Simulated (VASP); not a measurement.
# ZnS (P6_3mc) in VASP: a series of runs

The runs below take ZnS through single point, with PBEsol.

Everything below comes from runs of VASP 6.6.1. Logs are shortened: lines on timing, memory, paths and dates and some standing lists are left out, and cuts for length are marked.

## (1) The cell of the first run

The structure is hexagonal, space group P6_3mc (No. 186). The conventional cell has a = 3.604 Å, b = 3.604 Å, c = 6.288 Å, α = 90.00°, β = 90.00°, γ = 120.00°. Within 2.9 Å of Zn (site symmetry 3m) lie 4 S at 2.23 to 2.35 Å. S (site symmetry 3m) has 4 Zn at 2.23 to 2.35 Å within 2.9 Å.

## (2) Single point, PBEsol (volume 17.684 Å^3 an atom, c/a of the conventional cell 1.7446)

INCAR reads:

```
ALGO = Normal
EDIFF = 1E-7
ENCUT = 520
GGA = PS
ISIF = 2
ISMEAR = 0
LASPH = True
LCHARG = True
LELF = True
LREAL = False
LVHAR = True
LWAVE = False
NBANDS = 26
NELM = 80
PREC = Accurate
SIGMA = 0.05
```

KPOINTS reads:

```
k-points
0
Gamma
  9 9 6
```

POSCAR reads:

```
ZnS
1.0
    3.6041650082      0.0000000000      0.0000000000
   -1.8020825041      3.1212984565      0.0000000000
    0.0000000000      0.0000000000      6.2878262733
Zn S
2 2
Direct
    0.3333333333      0.6666666667      0.0054424479
    0.6666666667      0.3333333333      0.5054424479
    0.3333333333      0.6666666667      0.3795575521
    0.6666666667      0.3333333333      0.8795575521
```

Potentials or basis: VASP PAW PBE potentials, release 64 (Zn, S).

On the command line:

```bash
$ cat potpaw_PBE.64/Zn/POTCAR potpaw_PBE.64/S/POTCAR > POTCAR
$ mpirun -np 1 vasp_std > vasp.out
```

OUTCAR:

```text
EDIFF = 1E-7
   ENCUT = 520
   GGA = PS
   ISIF = 2
   ISMEAR = 0
   LASPH = True
   LREAL = False
   NELM = 80
   PREC = Accurate

 ion  position               nearest neighbor table
   1  0.333  0.667  0.005-   4 2.23   4 2.23   4 2.23   3 2.35
   2  0.667  0.333  0.505-   3 2.23   3 2.23   3 2.23   4 2.35
   3  0.333  0.667  0.380-   2 2.23   2 2.23   2 2.23   1 2.35
   4  0.667  0.333  0.880-   1 2.23   1 2.23   1 2.23   2 2.35

  LATTYP: Found a hexagonal cell.
 ALAT       =     3.6041650082
 C/A-ratio  =     1.7446000000

  Lattice vectors:

 A1 = (   3.6041650082,   0.0000000000,   0.0000000000)
 A2 = (  -1.8020825041,   3.1212984565,   0.0000000000)
 A3 = (   0.0000000000,   0.0000000000,   6.2878262733)

Analysis of symmetry for initial positions (statically):
=====================================================================
 Subroutine PRICEL returns:
 Original cell was already a primitive cell.

 Routine SETGRP: Setting up the symmetry group for a
 hexagonal supercell.

 Subroutine GETGRP returns: Found 12 space group operations
 (whereof  6 operations were pure point group operations)
 out of a pool of 24 trial point group operations.

The static configuration has the point symmetry C_3v.
 The point group associated with its full space group is C_6v.

Analysis of symmetry for dynamics (positions and initial velocities):
=====================================================================
 Subroutine PRICEL returns:
 Original cell was already a primitive cell.

 Routine SETGRP: Setting up the symmetry group for a
 hexagonal supercell.

 Subroutine GETGRP returns: Found 12 space group operations
 (whereof  6 operations were pure point group operations)
 out of a pool of 24 trial point group operations.

The dynamic configuration has the point symmetry C_3v.
 The point group associated with its full space group is C_6v.

 Subroutine INISYM returns: Found 12 space group operations
 (whereof  6 operations are pure point group operations),
 and found     1 'primitive' translations

----------------------------------------------------------------------------------------

                                     Primitive cell

  volume of cell :      70.7360

  direct lattice vectors                    reciprocal lattice vectors
     3.604165008  0.000000000  0.000000000     0.277456775  0.160189744  0.000000000
    -1.802082504  3.121298456  0.000000000     0.000000000  0.320379488  0.000000000
     0.000000000  0.000000000  6.287826273     0.000000000  0.000000000  0.159037473

  length of vectors
     3.604165008  3.604165008  6.287826273     0.320379488  0.320379488  0.159037473

  position of ions in fractional coordinates (direct lattice)
     0.333333333  0.666666667  0.005442448
     0.666666667  0.333333333  0.505442448
     0.333333333  0.666666667  0.379557552
     0.666666667  0.333333333  0.879557552

  ion indices of the primitive-cell ions
   primitive index   ion index
                 1           1
                 2           2
                 3           3
                 4           4

----------------------------------------------------------------------------------------

 KPOINTS: k-points

Automatic generation of k-mesh.
 Grid dimensions read from file:
 generate k-points for:    9    9    6

 Generating k-lattice:

  Cartesian coordinates                     Fractional coordinates (reciprocal lattice)
     0.030828531  0.017798860  0.000000000     0.111111111 -0.000000000  0.000000000
     0.000000000  0.035597721  0.000000000     0.000000000  0.111111111  0.000000000
     0.000000000  0.000000000  0.026506245     0.000000000  0.000000000  0.166666667

  Length of vectors
     0.035597721  0.035597721  0.026506245

  Shift w.r.t. Gamma in fractional coordinates (k-lattice)
     0.000000000  0.000000000  0.000000000

 Subroutine IBZKPT returns following result:
 ===========================================

 Found     48 irreducible k-points:

 Following reciprocal coordinates:
            Coordinates               Weight
  0.000000  0.000000  0.000000      1.000000
  0.111111  0.000000  0.000000      6.000000
  0.222222 -0.000000  0.000000      6.000000
  0.333333  0.000000  0.000000      6.000000
  0.444444 -0.000000  0.000000      6.000000
  0.111111  0.111111  0.000000      6.000000
[... 16 lines left out ...]
  0.333333  0.222222  0.166667     24.000000
  0.333333  0.333333  0.166667      4.000000
 [... further k-points ...]
   k-points           NKPTS =     48   k-points in BZ     NKDIM =     48   number of bands    NBANDS=     26
   number of dos      NEDOS =    301   number of ions     NIONS =      4
   total plane-waves  NPLWV =  37632
   dimension x,y,z NGX =    28 NGY =   28 NGZ =   48
   dimension x,y,z NGXF=    56 NGYF=   56 NGZF=   96
   ions per type =               2   2
   NGX,Y,Z   is equivalent  to a cutoff of  12.92, 12.92, 12.69 a.u.
   NGXF,Y,Z  is equivalent  to a cutoff of  25.83, 25.83, 25.38 a.u.
 SYSTEM =  unknown system
   PREC   = accura    normal or accurate (medium, high low for compatibility)
   ISTART =      0    job   : 0-new  1-cont  2-samecut
   ICHARG =      2    charge: 1-file 2-atom 10-const
   ISPIN  =      1    spin polarized calculation?
   LNONCOLLINEAR =      F non collinear calculations
   LSORBIT =      F    spin-orbit coupling
   LASPH  =      T    aspherical Exc in radial PAW
   ENCUT  =  520.0 eV  38.22 Ry    6.18 a.u.   6.70  6.70 11.69*2*pi/ulx,y,z
   NELM   =     80;   NELMIN=  2; NELMDL= -5     # of ELM steps
   EDIFF  = 0.1E-06   stopping-criterion for ELM
   LREAL  =      F    real-space projection
   EDIFFG = 0.1E-05   stopping-criterion for IOM
   NSW    =      0    number of steps for IOM
   IBRION =     -1    ionic relax: 0-MD 1-quasi-New 2-CG
   NFREE  =      0    steps in history (QN), initial steepest desc. (CG)
   ISIF   =      2    stress and relaxation
   ISYM   =      2    0-nonsym 1-usesym 2-fastsym
   POTIM  = 0.5000    time-step for ionic-motion
   TEBEG  =    0.0;   TEEND  =   0.0 temperature during run
   PSTRESS=    0.0 pullay stress
   NELECT =      36.0000    total number of electrons
   NUPDOWN=      -1.0000    fix difference up-down
   EMIN   =  10.00;   EMAX   =-10.00  energy-range for DOS
   EFERMI =   0.00;   METHOD = LEGACY
   ISMEAR =     0;   SIGMA  =   0.05  broadening in eV -4-tet -1-fermi 0-gaus
   EFERMI_NEDOS =   21; number of points for ismear=-14 and -15
   IALGO  =     38    algorithm
   IMIX   =      4    mixing-type and parameters
     AMIX     =   0.40;   BMIX     =  1.00
     AMIX_MAG =   1.60;   BMIX_MAG =  1.00
  volume/ion in A,a.u.               =      17.68       119.34
  Fermi-wavevector in a.u.,A,eV,Ry     =   1.307060  2.469985 23.244270  1.708406
  Thomas-Fermi vector in A             =   2.437820
   LORBIT       =      0    0 simple, 1 ext, 2 COOP (PROOUT), +10 PAW based schemes
   GGA     = PS    functional components
   LHFCALC =     F    Hartree Fock is set to
   AEXX    =    0.0000 exact exchange contribution
   IVDW    =     0    specifies the selected vdW correction
   LEPSILON=     F    determine dielectric tensor
   LRPA    =     F    only Hartree local field effects (RPA)
 non-spin polarized calculation
 Gauss-broadening in eV      SIGMA  =   0.05
  energy-cutoff  :      520.00
  volume of cell :       70.74
 maximum number of plane-waves:      1931
 NGX is ok and might be reduce to    28
   NGX = 13   NGY = 13   NGZ = 23

 number of electron      36.0000002 magnetization

 Free energy of the ion-electron system (eV)
  ---------------------------------------------------
  ext. energy  EPLUGINS =         0.00000000
  ---------------------------------------------------
  free energy    TOTEN  =       -14.91403342 eV

  energy without entropy =      -14.91403342  energy(sigma->0) =      -14.91403342

 E-fermi :   3.4600     XC(G=0): -10.3675

 val. band max:        3.2264331245   @ k =   0.0000   0.0000   0.0000
 cond. band min:       5.5036000497   @ k =   0.0000   0.0000   0.0000
 fundamental gap:      2.2771669252
 Fermi energy:         3.4599785705

 k-point     1 :       0.0000    0.0000    0.0000
  band No.  band energies     occupation
      1     -10.9009      2.00000
      2      -9.9036      2.00000
      3      -3.7856      2.00000
      4      -3.7856      2.00000
      5      -3.7565      2.00000
      6      -3.7064      2.00000
[... 18 lines left out ...]
     25      10.8738      0.00000
     26      12.3166      0.00000

 k-point     2 :       0.1111    0.0000    0.0000
  band No.  band energies     occupation
      1     -10.7931      2.00000
      2      -9.8313      2.00000
      3      -3.8037      2.00000
      4      -3.7625      2.00000
      5      -3.7351      2.00000
      6      -3.6996      2.00000
[... 18 lines left out ...]
     25      11.3202      0.00000
     26      11.7594      0.00000

 k-point     3 :       0.2222   -0.0000    0.0000
  band No.  band energies     occupation
      1     -10.4943      2.00000
      2      -9.6457      2.00000
      3      -3.8446      2.00000
      4      -3.7187      2.00000
      5      -3.7091      2.00000
      6      -3.6268      2.00000
[... 18 lines left out ...]
     25      11.6236      0.00000
     26      11.7870      0.00000

 k-point     4 :       0.3333    0.0000    0.0000
  band No.  band energies     occupation
      1     -10.0881      2.00000
      2      -9.4415      2.00000
      3      -3.8589      2.00000
      4      -3.7075      2.00000
      5      -3.6616      2.00000
      6      -3.4979      2.00000
[... 18 lines left out ...]
     25      11.9487      0.00000
     26      13.5178      0.00000
[... 496 lines left out ...]
      1      -9.8498      2.00000
      2      -9.4000      2.00000
      3      -3.7491      2.00000
      4      -3.7134      2.00000
      5      -3.5732      2.00000
      6      -3.5244      2.00000
[... 18 lines left out ...]
     25      11.5882      0.00000
     26      12.3288      0.00000

 k-point    23 :       0.3333    0.2222    0.1667
  band No.  band energies     occupation
      1      -9.5632      2.00000
      2      -9.3370      2.00000
      3      -3.7642      2.00000
      4      -3.5793      2.00000
      5      -3.5095      2.00000
      6      -3.4209      2.00000
[... 18 lines left out ...]
     25      12.4337      0.00000
     26      13.2930      0.00000

 k-point    24 :       0.3333    0.3333    0.1667
  band No.  band energies     occupation
      1      -9.3898      2.00000
      2      -9.3898      2.00000
      3      -3.7658      2.00000
      4      -3.4861      2.00000
      5      -3.4861      2.00000
      6      -3.4453      2.00000
[... 18 lines left out ...]
     25      13.4086      0.00000
     26      13.4104      0.00000

 [... further k-points ...]
[... 5 lines left out ...]
  --------------------------------------------------------------------------------------
  -------------------------------------------------------------------------------------
  Total        5.4842474      5.4842474      0.5013816      0.0000000      0.0000000      0.0000000
  in kB      124.2187410    124.2187410     11.3563414      0.0000000      0.0000000      0.0000000
  external PRESSURE =      86.5979411 kB  Pullay stress =       0.0000000 kB

 VOLUME and BASIS-vectors are now :
 -----------------------------------------------------------------------------
  energy-cutoff  :      520.00
  volume of cell :       70.74
      direct lattice vectors                 reciprocal lattice vectors
     3.604165008  0.000000000  0.000000000     0.277456775  0.160189744  0.000000000
    -1.802082504  3.121298456  0.000000000     0.000000000  0.320379488  0.000000000
     0.000000000  0.000000000  6.287826273     0.000000000  0.000000000  0.159037473

 POSITION                                       TOTAL-FORCE (eV/Angst)
 -----------------------------------------------------------------------------------
     -0.00000      2.08087      0.03422         0.000000     -0.000000      0.584467
      1.80208      1.04043      3.17813        -0.000000      0.000000      0.584467
     -0.00000      2.08087      2.38659         0.000000     -0.000000     -0.584467
      1.80208      1.04043      5.53051        -0.000000      0.000000     -0.584467
 -----------------------------------------------------------------------------------
    total drift:                               -0.000000      0.000000     -0.000211

  FREE ENERGIE OF THE ION-ELECTRON SYSTEM (eV)
  ---------------------------------------------------
  free  energy   TOTEN  =       -14.9140334226 eV

  energy  without entropy=      -14.9140334226  energy(sigma->0) =      -14.91403342
```

Run time: 93 s. Hardware: 1 thread of Intel Xeon 6975P-C, shared host; peak memory 0.22 GiB.

What came out:

| Property | Result |
| --- | --- |
| Free energy | -14.9140 eV |
| Pressure | 8.7 GPa |
| Largest force | 0.584 eV/Å |
| Band gap on the k mesh | 2.28 eV, direct |

Forces in eV/Å, atoms in the order of the input:
```
Zn   0.000  0.000  0.584
Zn   0.000  0.000  0.584
S    0.000  0.000 -0.584
S    0.000  0.000 -0.584
```

Levels at points of the mesh, in eV from the valence-band top:
```csv
k point,band 15,band 16,band 17,band 18,band 19,band 20,band 21,band 22
"(0.00, 0.00, 0.00)",-0.88,-0.40,0.00,0.00,2.28,3.57,5.78,6.34
"(0.00, 0.00, 0.50)",-0.46,-0.46,-0.46,-0.46,3.94,3.94,6.50,6.50
```

Caveat: the PAW data sets were made with another functional, which shifts forces and pressure a little.

## (3) Single point, PBEsol (volume 17.684 Å^3 an atom, c/a of the conventional cell 1.4543)

INCAR reads:

```
SYSTEM = ZnS
PREC     = Accurate       ! precision mode
ENCUT    = 520            ! plane-wave cutoff, eV
EDIFF    = 1E-6           ! SCF threshold, eV
ISMEAR   = 0              ! smearing method
SIGMA    = 0.05           ! smearing width, eV
LREAL    = .False.        ! projectors in reciprocal space
LASPH    = .True.         ! aspherical terms in the spheres
NELM     = 100            ! most SCF steps
ALGO     = Normal         ! electronic algorithm
ISIF     = 2              ! what is computed and relaxed
LWAVE    = .False.        ! write WAVECAR
LCHARG   = .True.         ! write CHGCAR
GGA      = PS             ! functional
LELF     = .True.         ! ELF
LVHAR    = .True.       
NBANDS   = 26             ! bands
```

KPOINTS reads:

```
Automatic mesh
0
Gamma
  9 9 6
  0 0 0
```

POSCAR reads:

```
ZnS
1.0
    3.8295871208      0.0000000000      0.0000000000
   -1.9147935604      3.3165197327      0.0000000000
    0.0000000000      0.0000000000      5.5693685498
Zn S
2 2
Direct
    0.3333333333      0.6666666667      0.0054424479
    0.6666666667      0.3333333333      0.5054424479
    0.3333333333      0.6666666667      0.3795575521
    0.6666666667      0.3333333333      0.8795575521
```

Potentials or basis: VASP PAW PBE potentials, release 64 (Zn, S).

On the command line:

```bash
$ cat potpaw_PBE.64/Zn/POTCAR potpaw_PBE.64/S/POTCAR > POTCAR
$ mpirun -np 1 vasp_std > vasp.out
```

Run time: 85 s. Hardware: 1 thread of Intel Xeon 6975P-C, shared host; peak memory 0.22 GiB.

Results (log left out):

* Free energy: -14.5163 eV
* Pressure: 11.1 GPa
* Largest force: 1.929 eV/Å
* Band gap on the k mesh: 2.15 eV, direct

Forces in eV/Å, atoms in the order of the input:
```
Zn   0.000  0.000 -1.929
Zn   0.000  0.000 -1.929
S    0.000  0.000  1.929
S    0.000  0.000  1.929
```

Stress tensor (GPa, compression positive):
```
 1.34  0.00  0.00
 0.00  1.34  0.00
 0.00  0.00 30.69
```

Levels at points of the mesh, in eV from the valence-band top:
```tsv
k point	band 16	band 17	band 18	band 19	band 20	band 21
(0.00, 0.00, 0.00)	-0.19	-0.19	0.00	2.15	2.46	5.51
(0.00, 0.00, 0.50)	-0.99	-0.99	-0.99	3.18	3.18	6.01
```

Caveat: the PAW data sets were made with another functional, which shifts forces and pressure a little. A k mesh can miss the band edges.

## (4) Single point, PBEsol (volume 19.990 Å^3 an atom, c/a of the conventional cell 1.8537)

INCAR reads:

```
SYSTEM = ZnS
PREC = Accurate
ENCUT = 520
EDIFF = 1E-7
ISMEAR = 0
SIGMA = 0.05
LREAL = .False.
LASPH = .True.
NELM = 80
ALGO = Normal
ISIF = 2
LWAVE = .False.
LCHARG = .False.
GGA = PS
NBANDS = 26
```

KPOINTS reads:

```
regular mesh
0
Gamma
  9 9 6
  0 0 0
```

POSCAR reads:

```
ZnS
1.0
    3.6793200572      0.0000000000      0.0000000000
   -1.8396600286      3.1863846382      0.0000000000
    0.0000000000      0.0000000000      6.8203555900
Zn S
2 2
Direct
    0.3333333333      0.6666666667      0.0054424479
    0.6666666667      0.3333333333      0.5054424479
    0.3333333333      0.6666666667      0.3795575521
    0.6666666667      0.3333333333      0.8795575521
```

On the command line:

```bash
$ cat potpaw_PBE.64/Zn/POTCAR potpaw_PBE.64/S/POTCAR > POTCAR
$ mpirun -np 1 vasp_std > vasp.out
```

It took 1.8 min on 1 thread of AMD EPYC 7R43 (Zen 3), shared host; peak memory 0.2 GiB.

Results (log left out):

| Property | Result |
| --- | --- |
| Free energy | -14.8538 eV |
| Pressure | -1.1 GPa |
| Largest force | 0.340 eV/Å |
| Band gap on the k mesh | 1.51 eV, direct |

Forces in eV/Å, atoms in the order of the input:
```
Zn   0.000  0.000  0.340
Zn   0.000  0.000  0.340
S    0.000  0.000 -0.340
S    0.000  0.000 -0.340
```

Stress tensor (GPa, compression positive):
```
  3.38   0.00   0.00
  0.00   3.38   0.00
  0.00   0.00 -10.12
```

Levels at points of the mesh, in eV from the valence-band top:
| k point | band 15 | band 16 | band 17 | band 18 | band 19 | band 20 | band 21 | band 22 |
| --- | --- | --- | --- | --- | --- | --- | --- | --- |
| (0.00, 0.00, 0.00) | -0.57 | -0.57 | 0.00 | 0.00 | 1.51 | 3.65 | 5.54 | 6.64 |
| (0.00, 0.00, 0.50) | -0.30 | -0.30 | -0.30 | -0.30 | 3.65 | 3.65 | 5.86 | 5.86 |

Caveat: the PAW data sets were made with another functional, which shifts forces and pressure a little.

(Continued in part 2 of 2.)
